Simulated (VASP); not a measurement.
# Ru in VASP: single point with LDA

Aim: the single point of Ru with LDA.

Everything below comes from runs of VASP 6.6.1. Logs are shortened: lines on timing, memory, paths and dates and some standing lists are left out, and cuts for length are marked.

## (1) The cell of the first run

The cell holds a slab with vacuum, 6 atoms: a = 2.675 Å, b = 4.224 Å, c = 21.406 Å, α = 90.00°, β = 90.00°, γ = 90.00°.

## (2) Single point, LDA

The input, INCAR:

```
SYSTEM = Ru
PREC = Accurate
ENCUT = 520
EDIFF = 1E-6
ISMEAR = -1
SIGMA = 0.1
LREAL = .False.
LASPH = .True.
NELM = 80
ALGO = Normal
ISIF = 2
LWAVE = .False.
LCHARG = .False.
LDIPOL = .True.
IDIPOL = 3
DIPOL = 0.5 0.5 0.500
NBANDS = 51
```

The input, KPOINTS:

```
regular mesh
0
Gamma
  14 9 1
  0 0 0
```

The input, POSCAR:

```
Ru
1.0
    2.6752164044      0.0000000000      0.0000000000
    0.0000000000      4.2244496844      0.0000000000
    0.0000000000      0.0000000000     21.4059000000
Ru
6
Direct
    0.7500000000      0.7500000000      0.3798228800
    0.2500000000      0.2500000000      0.4094009660
    0.2500000000      0.7500000000      0.4830483120
    0.7500000000      0.2500000000      0.5169516878
    0.7500000000      0.7500000000      0.5905990341
    0.2500000000      0.2500000000      0.6201771202
```

Potentials or basis: VASP PAW LDA potentials, release 64 (Ru_pv).

The run is started by

```sh
cat potpaw_LDA.64/Ru_pv/POTCAR > POTCAR
mpirun -np 1 vasp_std > vasp.out
```

OUTCAR:

```text
SYSTEM = Ru
   PREC = Accurate
   ENCUT = 520
   EDIFF = 1E-6
   ISMEAR = -1
   LREAL = .False.
   LASPH = .True.
   NELM = 80
   ISIF = 2

 ion  position               nearest neighbor table
   1  0.750  0.750  0.380-   2 2.58   2 2.58   2 2.58   2 2.58   3 2.58   3 2.58
   2  0.250  0.250  0.409-   1 2.58   1 2.58   1 2.58   1 2.58   3 2.64   3 2.64   4 2.66   4 2.66

   3  0.250  0.750  0.483-   1 2.58   1 2.58   4 2.60   4 2.60   4 2.60   4 2.60   2 2.64   2 2.64
                             5 2.66   5 2.66
   4  0.750  0.250  0.517-   6 2.58   6 2.58   3 2.60   3 2.60   3 2.60   3 2.60   5 2.64   5 2.64
                             2 2.66   2 2.66
   5  0.750  0.750  0.591-   6 2.58   6 2.58   6 2.58   6 2.58   4 2.64   4 2.64   3 2.66   3 2.66

   6  0.250  0.250  0.620-   5 2.58   5 2.58   5 2.58   5 2.58   4 2.58   4 2.58

  LATTYP: Found a simple orthorhombic cell.
 ALAT       =     2.6752164044
 B/A-ratio  =     1.5791057791
 C/A-ratio  =     8.0015582907

  Lattice vectors:

 A1 = (   2.6752164044,   0.0000000000,   0.0000000000)
 A2 = (   0.0000000000,   4.2244496844,   0.0000000000)
 A3 = (   0.0000000000,   0.0000000000,  21.4059000000)

Analysis of symmetry for initial positions (statically):
=====================================================================
 Subroutine PRICEL returns:
 Original cell was already a primitive cell.

 Routine SETGRP: Setting up the symmetry group for a
 simple orthorhombic supercell.

 Subroutine GETGRP returns: Found  8 space group operations
 (whereof  2 operations were pure point group operations)
 out of a pool of  8 trial point group operations.

The static configuration has the point symmetry S_2 .
 The point group associated with its full space group is D_2h.

Analysis of symmetry for dynamics (positions and initial velocities):
=====================================================================
 Subroutine PRICEL returns:
 Original cell was already a primitive cell.

 Routine SETGRP: Setting up the symmetry group for a
 simple orthorhombic supercell.

 Subroutine GETGRP returns: Found  8 space group operations
 (whereof  2 operations were pure point group operations)
 out of a pool of  8 trial point group operations.

The dynamic configuration has the point symmetry S_2 .
 The point group associated with its full space group is D_2h.

 Subroutine INISYM returns: Found  8 space group operations
 (whereof  2 operations are pure point group operations),
 and found     1 'primitive' translations

----------------------------------------------------------------------------------------

                                     Primitive cell

  volume of cell :     241.9149

  direct lattice vectors                    reciprocal lattice vectors
     2.675216404  0.000000000  0.000000000     0.373801536  0.000000000  0.000000000
     0.000000000  4.224449684  0.000000000     0.000000000  0.236717223  0.000000000
     0.000000000  0.000000000 21.405900000     0.000000000  0.000000000  0.046716092

  length of vectors
     2.675216404  4.224449684 21.405900000     0.373801536  0.236717223  0.046716092

  position of ions in fractional coordinates (direct lattice)
     0.750000000  0.750000000  0.379822880
     0.250000000  0.250000000  0.409400966
     0.250000000  0.750000000  0.483048312
     0.750000000  0.250000000  0.516951688
     0.750000000  0.750000000  0.590599034
     0.250000000  0.250000000  0.620177120

  ion indices of the primitive-cell ions
   primitive index   ion index
                 1           1
                 2           2
                 3           3
                 4           4
                 5           5
                 6           6

----------------------------------------------------------------------------------------

 KPOINTS: regular mesh

Automatic generation of k-mesh.
 Grid dimensions read from file:
 generate k-points for:   14    9    1

 Generating k-lattice:

  Cartesian coordinates                     Fractional coordinates (reciprocal lattice)
     0.026700110  0.000000000  0.000000000     0.071428571  0.000000000  0.000000000
     0.000000000  0.026301914  0.000000000     0.000000000  0.111111111  0.000000000
     0.000000000  0.000000000  0.046716092     0.000000000  0.000000000  1.000000000

  Length of vectors
     0.026700110  0.026301914  0.046716092

  Shift w.r.t. Gamma in fractional coordinates (k-lattice)
     0.000000000  0.000000000  0.000000000

 Subroutine IBZKPT returns following result:
 ===========================================

 Found     40 irreducible k-points:

 Following reciprocal coordinates:
            Coordinates               Weight
  0.000000  0.000000  0.000000      1.000000
  0.071429  0.000000  0.000000      2.000000
  0.142857  0.000000  0.000000      2.000000
  0.214286  0.000000  0.000000      2.000000
  0.285714  0.000000  0.000000      2.000000
  0.357143  0.000000  0.000000      2.000000
[... 16 lines left out ...]
  0.428571  0.222222  0.000000      4.000000
  0.500000  0.222222  0.000000      2.000000
 [... further k-points ...]
   k-points           NKPTS =     40   k-points in BZ     NKDIM =     40   number of bands    NBANDS=     51
   number of dos      NEDOS =    301   number of ions     NIONS =      6
   total plane-waves  NPLWV = 102400
   dimension x,y,z NGX =    20 NGY =   32 NGZ =  160
   dimension x,y,z NGXF=    40 NGYF=   64 NGZF=  320
   ions per type =               6
   NGX,Y,Z   is equivalent  to a cutoff of  12.43, 12.59, 12.43 a.u.
   NGXF,Y,Z  is equivalent  to a cutoff of  24.86, 25.19, 24.85 a.u.
 SYSTEM =  Ru
   PREC   = accura    normal or accurate (medium, high low for compatibility)
   ISTART =      0    job   : 0-new  1-cont  2-samecut
   ICHARG =      2    charge: 1-file 2-atom 10-const
   ISPIN  =      1    spin polarized calculation?
   LNONCOLLINEAR =      F non collinear calculations
   LSORBIT =      F    spin-orbit coupling
   LASPH  =      T    aspherical Exc in radial PAW
   ENCUT  =  520.0 eV  38.22 Ry    6.18 a.u.   4.97  7.85 39.80*2*pi/ulx,y,z
   NELM   =     80;   NELMIN=  2; NELMDL= -5     # of ELM steps
   EDIFF  = 0.1E-05   stopping-criterion for ELM
   LREAL  =      F    real-space projection
   EDIFFG = 0.1E-04   stopping-criterion for IOM
   NSW    =      0    number of steps for IOM
   IBRION =     -1    ionic relax: 0-MD 1-quasi-New 2-CG
   NFREE  =      0    steps in history (QN), initial steepest desc. (CG)
   ISIF   =      2    stress and relaxation
   ISYM   =      2    0-nonsym 1-usesym 2-fastsym
   POTIM  = 0.5000    time-step for ionic-motion
   TEBEG  =    0.0;   TEEND  =   0.0 temperature during run
   PSTRESS=    0.0 pullay stress
   NELECT =      84.0000    total number of electrons
   NUPDOWN=      -1.0000    fix difference up-down
   EMIN   =  10.00;   EMAX   =-10.00  energy-range for DOS
   EFERMI =   0.00;   METHOD = LEGACY
   ISMEAR =    -1;   SIGMA  =   0.10  broadening in eV -4-tet -1-fermi 0-gaus
   EFERMI_NEDOS =   21; number of points for ismear=-14 and -15
   IALGO  =     38    algorithm
   IMIX   =      4    mixing-type and parameters
     AMIX     =   0.40;   BMIX     =  1.00
     AMIX_MAG =   1.60;   BMIX_MAG =  1.00
  volume/ion in A,a.u.               =      40.32       272.09
  Fermi-wavevector in a.u.,A,eV,Ry     =   1.150660  2.174432 18.014369  1.324019
  Thomas-Fermi vector in A             =   2.287323
   LORBIT       =      0    0 simple, 1 ext, 2 COOP (PROOUT), +10 PAW based schemes
   GGA     = CA    functional components
   LHFCALC =     F    Hartree Fock is set to
   AEXX    =    0.0000 exact exchange contribution
   IVDW    =     0    specifies the selected vdW correction
   LEPSILON=     F    determine dielectric tensor
   LRPA    =     F    only Hartree local field effects (RPA)
 non-spin polarized calculation
  energy-cutoff  :      520.00
  volume of cell :      241.91
 maximum number of plane-waves:      6564
 NGX is ok and might be reduce to    20
   NGX =  9   NGY = 15   NGZ = 79

 number of electron      83.9999989 magnetization

 dipolmoment           0.000000      0.000000      0.000000 electrons x Angstroem

 Free energy of the ion-electron system (eV)
  ---------------------------------------------------
  ext. energy  EPLUGINS =         0.00000000
  ---------------------------------------------------
  free energy    TOTEN  =       -59.30323267 eV

  energy without entropy =      -59.04031441  energy(sigma->0) =      -59.17177354

 E-fermi :   0.8908     XC(G=0):  -5.7162

 val. band max:        0.8869550742   @ k =   0.5000   0.0000   0.0000
 cond. band min:       0.8998083374   @ k =   0.4286   0.3333   0.0000
 fundamental gap:      0.0128532632
 Fermi energy:         0.8907634504

 k-point     1 :       0.0000    0.0000    0.0000
  band No.  band energies     occupation
      1     -42.7368      2.00000
      2     -42.4487      2.00000
      3     -42.3489      2.00000
      4     -42.2901      2.00000
      5     -42.2024      2.00000
      6     -42.0288      2.00000
[... 43 lines left out ...]
     50       3.0638      0.00000
     51       3.1794      0.00000

 k-point     2 :       0.0714    0.0000    0.0000
  band No.  band energies     occupation
      1     -42.7218      2.00000
      2     -42.4411      2.00000
      3     -42.3356      2.00000
      4     -42.2853      2.00000
      5     -42.1886      2.00000
      6     -42.0600      2.00000
[... 43 lines left out ...]
     50       2.9136      0.00000
     51       3.0743      0.00000

 k-point     3 :       0.1429    0.0000    0.0000
  band No.  band energies     occupation
      1     -42.6782      2.00000
      2     -42.4217      2.00000
      3     -42.2975      2.00000
      4     -42.2747      2.00000
      5     -42.1482      2.00000
      6     -42.1392      2.00000
[... 1123 lines left out ...]
     50       3.5995      0.00000
     51       5.3880      0.00000

 k-point    24 :       0.5000    0.2222    0.0000
  band No.  band energies     occupation
      1     -42.6521      2.00000
      2     -42.6521      2.00000
      3     -42.3640      2.00000
      4     -42.3640      2.00000
      5     -42.2064      2.00000
      6     -42.2064      2.00000
[... 43 lines left out ...]
     50       4.6746      0.00000
     51       5.3526      0.00000

 [... further k-points ...]

------------------------ aborting loop because EDIFF is reached ----------------------------------------

 vacuum level on the upper side and lower side of the slab       (xc-potential included)        -0.102        -0.102

  FORCE on cell =-STRESS in cart. coord.  units (eV):
  Direction    XX          YY          ZZ          XY          YZ          ZX
  --------------------------------------------------------------------------------------
  -------------------------------------------------------------------------------------
  Total       -4.3466325     -2.0899038      0.3752399      0.0000000      0.0000000      0.0000000
  in kB      -28.7873009    -13.8412182      2.4851751      0.0000000      0.0000000      0.0000000
  external PRESSURE =     -13.3811147 kB  Pullay stress =       0.0000000 kB

 VOLUME and BASIS-vectors are now :
 -----------------------------------------------------------------------------
  energy-cutoff  :      520.00
  volume of cell :      241.91
      direct lattice vectors                 reciprocal lattice vectors
     2.675216404  0.000000000  0.000000000     0.373801536  0.000000000  0.000000000
     0.000000000  4.224449684  0.000000000     0.000000000  0.236717223  0.000000000
     0.000000000  0.000000000 21.405900000     0.000000000  0.000000000  0.046716092

 POSITION                                       TOTAL-FORCE (eV/Angst)
 -----------------------------------------------------------------------------------
      2.00641      3.16834      8.13045         0.000000      0.000000     -0.064932
      0.66880      1.05611      8.76360         0.000000      0.000000     -0.030406
      0.66880      3.16834     10.34008         0.000000     -0.000000      0.002050
      2.00641      1.05611     11.06582         0.000000     -0.000000     -0.002050
      2.00641      3.16834     12.64230         0.000000      0.000000      0.030406
      0.66880      1.05611     13.27545         0.000000      0.000000      0.064932
 -----------------------------------------------------------------------------------
    total drift:                                0.000000      0.000000      0.000020

  FREE ENERGIE OF THE ION-ELECTRON SYSTEM (eV)
  ---------------------------------------------------
  free  energy   TOTEN  =       -59.3032326705 eV

  energy  without entropy=      -59.0403144088  energy(sigma->0) =      -59.17177354

 vacuum level on the upper side and lower side of the slab         6.022         6.022
```

It took 12 min on 1 thread of Intel Xeon Platinum 8259CL at 2.50GHz (Skylake/Cascade Lake), shared host; peak memory 0.46 GiB.

Results:

| Item | Value |
| --- | --- |
| Free energy | -59.3032 eV |
| Largest force | 0.065 eV/Å |
| Band gap on the k mesh | zero (bands 42 and 43 overlap by 1.40 eV) |

Forces in eV/Å, atoms in the order of the input:
```
Ru   0.000  0.000 -0.065
Ru   0.000  0.000 -0.030
Ru   0.000  0.000  0.002
Ru   0.000  0.000 -0.002
Ru   0.000  0.000  0.030
Ru   0.000  0.000  0.065
```

Levels at points of the mesh, in eV from the Fermi level:
```csv
k point,band 40,band 41,band 42,band 43,band 44,band 45
"(0.00, 0.00, 0.00)",-0.98,-0.96,-0.73,-0.55,-0.49,0.04
"(0.50, 0.00, 0.00)",0.00,0.03,0.03,1.13,1.13,1.54
```
